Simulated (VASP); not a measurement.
# PbSe (Pm-3m) in VASP: a series of runs

Aim: see how the results for PbSe move with the level of theory and the settings. Levels: HSE06, RPBE+D3(BJ), PBEsol+D3(BJ). Tasks: single point.

Everything below comes from runs of VASP 6.6.1. Logs are shortened: lines on timing, memory, paths and dates and some standing lists are left out, and cuts for length are marked.

## Step 1: The cell of the first run

The structure is cubic, space group Pm-3m (No. 221). The conventional cell has a = 3.784 Å, b = 3.784 Å, c = 3.784 Å, α = 90.00°, β = 90.00°, γ = 90.00°. Within 4.3 Å of Pb (site symmetry m-3m) lie 8 Se at 3.28 Å and 6 Pb at 3.78 Å. Se (site symmetry m-3m) has 8 Pb at 3.28 Å and 6 Se at 3.78 Å within 4.3 Å.

## Step 2: Single point, HSE06, non-collinear spin, zero start, spin-orbit coupling

POSCAR reads:

```
PbSe
1.0
    3.7843220000      0.0000000000      0.0000000000
    0.0000000000      3.7843220000      0.0000000000
    0.0000000000      0.0000000000      3.7843220000
Pb Se
1 1
Direct
    0.0000000000      0.0000000000      0.0000000000
    0.5000000000      0.5000000000      0.5000000000
```

INCAR.step1 reads:

```
PREC = Accurate
ENCUT = 520
EDIFF = 1E-5
ISMEAR = -1
SIGMA = 0.05
LREAL = F
LASPH = T
NELM = 150
ALGO = Normal
ISIF = 2
LWAVE = T
LCHARG = F
MAGMOM = 0 0 0 0 0 0
LORBIT = 11
LSORBIT = T
GGA_COMPAT = F
LORBMOM = T
NBANDS = 32
GGA = PE
```

INCAR.step2 reads:

```
PREC = Accurate
ENCUT = 520
EDIFF = 1E-7
ISMEAR = -1
SIGMA = 0.05
LREAL = F
LASPH = T
NELM = 150
ALGO = Normal
ISIF = 2
LWAVE = F
LCHARG = F
MAGMOM = 0 0 0 0 0 0
LORBIT = 11
LSORBIT = T
GGA_COMPAT = F
LORBMOM = T
GGA = PE
LHFCALC = T
HFSCREEN = 0.2079
PRECFOCK = Normal
NBANDS = 32
ISTART = 1
```

KPOINTS reads:

```
Automatic mesh
0
Gamma
  3 3 3
```

Potentials or basis: VASP PAW PBE potentials, release 64 (Pb_d, Se).

Run with:

```sh
$ cat potpaw_PBE.64/Pb_d/POTCAR potpaw_PBE.64/Se/POTCAR > POTCAR
$ cp INCAR.step1 INCAR
$ mpirun -np 1 vasp_ncl > vasp.out
$ cp INCAR.step2 INCAR
$ mpirun -np 1 vasp_ncl > vasp.out
```

OUTCAR:

```text
PREC = Accurate
   ENCUT = 520
   EDIFF = 1E-7
   ISMEAR = -1
   LREAL = F
   LASPH = T
   NELM = 150
   ISIF = 2
   LORBIT = 11
   LSORBIT = T
   GGA = PE
   LHFCALC = T
   HFSCREEN = 0.2079
   PRECFOCK = Normal
   ISTART = 1

 ion  position               nearest neighbor table
   1  0.000  0.000  0.000-   2 3.28   2 3.28   2 3.28   2 3.28   2 3.28   2 3.28   2 3.28   2 3.28

   2  0.500  0.500  0.500-   1 3.28   1 3.28   1 3.28   1 3.28   1 3.28   1 3.28   1 3.28   1 3.28

  LATTYP: Found a simple cubic cell.
 ALAT       =     3.7843220000

  Lattice vectors:

 A1 = (   3.7843220000,   0.0000000000,   0.0000000000)
 A2 = (   0.0000000000,   3.7843220000,   0.0000000000)
 A3 = (   0.0000000000,   0.0000000000,   3.7843220000)

Analysis of symmetry for initial positions (statically):
=====================================================================
 Subroutine PRICEL returns:
 Original cell was already a primitive cell.

 Routine SETGRP: Setting up the symmetry group for a
 simple cubic supercell.

 Subroutine GETGRP returns: Found 48 space group operations
 (whereof 48 operations were pure point group operations)
 out of a pool of 48 trial point group operations.

The static configuration has the point symmetry O_h .

Analysis of symmetry for dynamics (positions and initial velocities):
=====================================================================
 Subroutine PRICEL returns:
 Original cell was already a primitive cell.

 Routine SETGRP: Setting up the symmetry group for a
 simple cubic supercell.

 Subroutine GETGRP returns: Found 48 space group operations
 (whereof 48 operations were pure point group operations)
 out of a pool of 48 trial point group operations.

The dynamic configuration has the point symmetry O_h .

Analysis of structural, dynamic, and magnetic symmetry:
=====================================================================
 Subroutine PRICEL returns:
 Original cell was already a primitive cell.

 Routine SETGRP: Setting up the symmetry group for a
 simple cubic supercell.

 Subroutine GETGRP returns: Found 48 space group operations
 (whereof 48 operations were pure point group operations)
 out of a pool of 48 trial point group operations.

The overall configuration has the point symmetry O_h .

 Subroutine INISYM returns: Found 48 space group operations
 (whereof 48 operations are pure point group operations),
 and found     1 'primitive' translations

----------------------------------------------------------------------------------------

                                     Primitive cell

  volume of cell :      54.1956

  direct lattice vectors                    reciprocal lattice vectors
     3.784322000  0.000000000  0.000000000     0.264248127  0.000000000  0.000000000
     0.000000000  3.784322000  0.000000000     0.000000000  0.264248127  0.000000000
     0.000000000  0.000000000  3.784322000     0.000000000  0.000000000  0.264248127

  length of vectors
     3.784322000  3.784322000  3.784322000     0.264248127  0.264248127  0.264248127

  position of ions in fractional coordinates (direct lattice)
     0.000000000  0.000000000  0.000000000
     0.500000000  0.500000000  0.500000000

  ion indices of the primitive-cell ions
   primitive index   ion index
                 1           1
                 2           2

----------------------------------------------------------------------------------------

 KPOINTS: Automatic mesh

Automatic generation of k-mesh.
 Grid dimensions read from file:
 generate k-points for:    3    3    3

 Generating k-lattice:

  Cartesian coordinates                     Fractional coordinates (reciprocal lattice)
     0.088082709  0.000000000  0.000000000     0.333333333  0.000000000  0.000000000
     0.000000000  0.088082709  0.000000000     0.000000000  0.333333333  0.000000000
     0.000000000  0.000000000  0.088082709     0.000000000  0.000000000  0.333333333

  Length of vectors
     0.088082709  0.088082709  0.088082709

  Shift w.r.t. Gamma in fractional coordinates (k-lattice)
     0.000000000  0.000000000  0.000000000

 Subroutine IBZKPT returns following result:
 ===========================================

 Found      4 irreducible k-points:

 Following reciprocal coordinates:
            Coordinates               Weight
[... 36 lines left out ...]
   EFERMI =   0.00;   METHOD = LEGACY
   ISMEAR =    -1;   SIGMA  =   0.05  broadening in eV -4-tet -1-fermi 0-gaus
   EFERMI_NEDOS =   21; number of points for ismear=-14 and -15
   IALGO  =     38    algorithm
   IMIX   =      1    mixing-type and parameters
     AMIX     =   0.40;   BMIX     =  1.00
     AMIX_MAG =   1.60;   BMIX_MAG =  1.00
  volume/ion in A,a.u.               =      27.10       182.87
  Fermi-wavevector in a.u.,A,eV,Ry     =   1.174258  2.219025 18.760817  1.378881
  Thomas-Fermi vector in A             =   2.310658
   LORBIT       =     11    0 simple, 1 ext, 2 COOP (PROOUT), +10 PAW based schemes
   GGA     = PE    functional components
   LHFCALC =     T    Hartree Fock is set to
   PRECFOCK=normal    Normal, Fast or Accurate (Low or Medium for compatibility)
   ENCUT4O =  -1.0   cutoff for four orbital integrals eV
   NKREDX  =     1    reduce k-point grid by
   NKREDY  =     1    reduce k-point grid by
   NKREDZ  =     1    reduce k-point grid by
   AEXX    =    0.2500 exact exchange contribution
   HFSCREEN=    0.2079 screening length (either q_TF or 0.3 A-1)
   HFSCREENC=   0.2079 screening length for correlation (either q_TF or 0.3 A-1)
   ENCUTFOCK=  -1.0 apply spherical cutoff to Coloumb kernel
   IVDW    =     0    specifies the selected vdW correction
   LEPSILON=     F    determine dielectric tensor
   LRPA    =     F    only Hartree local field effects (RPA)
  energy-cutoff  :      520.00
  volume of cell :       54.20
 maximum number of plane-waves:      2926
  NGX = 24; NGY = 24; NGZ = 24

 number of electron      20.0000009 magnetization       0.0000000      0.0000000      0.0000000

 number of electron      20.0000009 magnetization      -0.0000000     -0.0000000     -0.0000000

 number of electron      20.0000009 magnetization       0.0000000      0.0000000     -0.0000000

 number of electron      20.0000009 magnetization      -0.0000000     -0.0000000      0.0000000

 Free energy of the ion-electron system (eV)
  ---------------------------------------------------
  ext. energy  EPLUGINS =         0.00000000
  ---------------------------------------------------
  free energy    TOTEN  =        -9.59583851 eV

  energy without entropy =       -9.59583833  energy(sigma->0) =       -9.59583842

 E-fermi :   5.3854     XC(G=0):  -8.2518

 val. band max:        4.5875534224   @ k =   0.3333   0.3333   0.0000
 cond. band min:       6.1628587936   @ k =   0.3333   0.3333   0.3333
 fundamental gap:      1.5753053712
 Fermi energy:         5.3853756451

 k-point     1 :       0.0000    0.0000    0.0000
  band No.  band energies     occupation
      1     -15.2081      1.00000
      2     -15.2081      1.00000
      3     -15.2081      1.00000
      4     -15.2081      1.00000
      5     -12.5503      1.00000
      6     -12.5503      1.00000
[... 129 lines left out ...]
     31      17.0529      0.00000
     32      17.0529      0.00000

------------------------ aborting loop because EDIFF is reached ----------------------------------------

  FORCE on cell =-STRESS in cart. coord.  units (eV):
  Direction    XX          YY          ZZ          XY          YZ          ZX
  --------------------------------------------------------------------------------------
  -------------------------------------------------------------------------------------
  Total       -0.6329579     -0.6329579     -0.6329579     -0.0000000     -0.0000000      0.0000000
  in kB      -18.7120411    -18.7120411    -18.7120411     -0.0000000     -0.0000000      0.0000000
  external PRESSURE =     -18.7120411 kB  Pullay stress =       0.0000000 kB

 VOLUME and BASIS-vectors are now :
 -----------------------------------------------------------------------------
  energy-cutoff  :      520.00
  volume of cell :       54.20
      direct lattice vectors                 reciprocal lattice vectors
     3.784322000  0.000000000  0.000000000     0.264248127  0.000000000  0.000000000
     0.000000000  3.784322000  0.000000000     0.000000000  0.264248127  0.000000000
     0.000000000  0.000000000  3.784322000     0.000000000  0.000000000  0.264248127

 POSITION                                       TOTAL-FORCE (eV/Angst)
 -----------------------------------------------------------------------------------
      0.00000      0.00000      0.00000         0.000000      0.000000      0.000000
      1.89216      1.89216      1.89216         0.000000      0.000000      0.000000
 -----------------------------------------------------------------------------------
    total drift:                               -0.000000     -0.000001     -0.000003

  FREE ENERGIE OF THE ION-ELECTRON SYSTEM (eV)
  ---------------------------------------------------
  free  energy   TOTEN  =        -9.5958385066 eV

  energy  without entropy=       -9.5958383313  energy(sigma->0) =       -9.59583842

 orbital moment (x)

 # of ion     p       d       tot
 ----------------------------------------
  1        -0.000  -0.000  -0.000
  2        -0.000  -0.000  -0.000
 ----------------------------------------
           -0.000  -0.000  -0.000

 orbital moment (y)

 # of ion     p       d       tot
 ----------------------------------------
  1        -0.000  -0.000  -0.000
  2        -0.000  -0.000  -0.000
 ----------------------------------------
           -0.000  -0.000  -0.000

 orbital moment (z)

 # of ion     p       d       tot
 ----------------------------------------
  1         0.000  -0.000  -0.000
  2        -0.000  -0.000  -0.000
 ----------------------------------------
           -0.000  -0.000  -0.000

 Spin-Orbit-Coupling matrix elements

 Ion:    1  E_soc:     -0.7503977
 l=   1
     0.0000000    -0.0604480    -0.0604480
    -0.0604480     0.0000000    -0.0604480
    -0.0604480    -0.0604480     0.0000000
 l=   2
     0.0000000    -0.0128474     0.0000000    -0.0128474    -0.0517710
    -0.0128474     0.0000000    -0.0388282    -0.0128474    -0.0129427
     0.0000000    -0.0388282     0.0000000    -0.0388282     0.0000000
    -0.0128474    -0.0128474    -0.0388282     0.0000000    -0.0129427
    -0.0517710    -0.0129427     0.0000000    -0.0129427     0.0000000
 l=   3
     0.0000000     0.0000000     0.0000000     0.0000000     0.0000000     0.0000000     0.0000000
     0.0000000     0.0000000     0.0000000     0.0000000     0.0000000     0.0000000     0.0000000
     0.0000000     0.0000000     0.0000000     0.0000000     0.0000000     0.0000000     0.0000000
     0.0000000     0.0000000     0.0000000     0.0000000     0.0000000     0.0000000     0.0000000
     0.0000000     0.0000000     0.0000000     0.0000000     0.0000000     0.0000000     0.0000000
     0.0000000     0.0000000     0.0000000     0.0000000     0.0000000     0.0000000     0.0000000
     0.0000000     0.0000000     0.0000000     0.0000000     0.0000000     0.0000000     0.0000000

 Ion:    2  E_soc:     -0.0429867
 l=   1
     0.0000000    -0.0071661    -0.0071661
    -0.0071661     0.0000000    -0.0071661
    -0.0071661    -0.0071661     0.0000000
 l=   2
     0.0000000    -0.0000003     0.0000000    -0.0000003     0.0000020
    -0.0000003     0.0000000     0.0000015    -0.0000003     0.0000005
     0.0000000     0.0000015     0.0000000     0.0000015     0.0000000
    -0.0000003    -0.0000003     0.0000015     0.0000000     0.0000005
     0.0000020     0.0000005     0.0000000     0.0000005     0.0000000
 l=   3
     0.0000000     0.0000000     0.0000000     0.0000000     0.0000000     0.0000000     0.0000000
     0.0000000     0.0000000     0.0000000     0.0000000     0.0000000     0.0000000     0.0000000
     0.0000000     0.0000000     0.0000000     0.0000000     0.0000000     0.0000000     0.0000000
     0.0000000     0.0000000     0.0000000     0.0000000     0.0000000     0.0000000     0.0000000
     0.0000000     0.0000000     0.0000000     0.0000000     0.0000000     0.0000000     0.0000000
     0.0000000     0.0000000     0.0000000     0.0000000     0.0000000     0.0000000     0.0000000
     0.0000000     0.0000000     0.0000000     0.0000000     0.0000000     0.0000000     0.0000000

 total charge

# of ion       s       p       d       tot
------------------------------------------
    1        1.484   0.489   9.837  11.809
    2        1.492   2.336   0.012   3.840
--------------------------------------------------
tot          2.975   2.825   9.849  15.649

 magnetization (x)

# of ion       s       p       d       tot
------------------------------------------
    1        0.000  -0.000   0.000   0.000
    2        0.000   0.000  -0.000   0.000
--------------------------------------------------
tot          0.000  -0.000   0.000   0.000

 magnetization (y)

# of ion       s       p       d       tot
------------------------------------------
    1        0.000   0.000  -0.000   0.000
    2        0.000   0.000  -0.000   0.000
--------------------------------------------------
tot          0.000   0.000  -0.000   0.000

 magnetization (z)

# of ion       s       p       d       tot
------------------------------------------
    1        0.000   0.000  -0.000   0.000
    2        0.000   0.000  -0.000   0.000
--------------------------------------------------
tot          0.000   0.000  -0.000   0.000
```

Wall time 8.5 min (1 thread of Intel Xeon Platinum 8375C at 2.90GHz (Ice Lake), shared host); peak memory 0.37 GiB.

What came out:

| Item | Value |
| --- | --- |
| Free energy | -9.5958 eV |
| Pressure | -1.9 GPa |
| Net moment | 0.00 μB per cell |
| Valence electrons inside the program's atomic spheres | Pb 11.81; Se 3.84 |

Moments on the atoms (μB; x, y, z):
```
Pb  0.00 0.00 0.00
Se  0.00 0.00 0.00
```

Caveat: the k points lie up to 0.55 Å⁻¹ apart; the PAW data sets were made with another functional, which shifts forces and pressure a little.

(Part 1 of 2 ends here.)
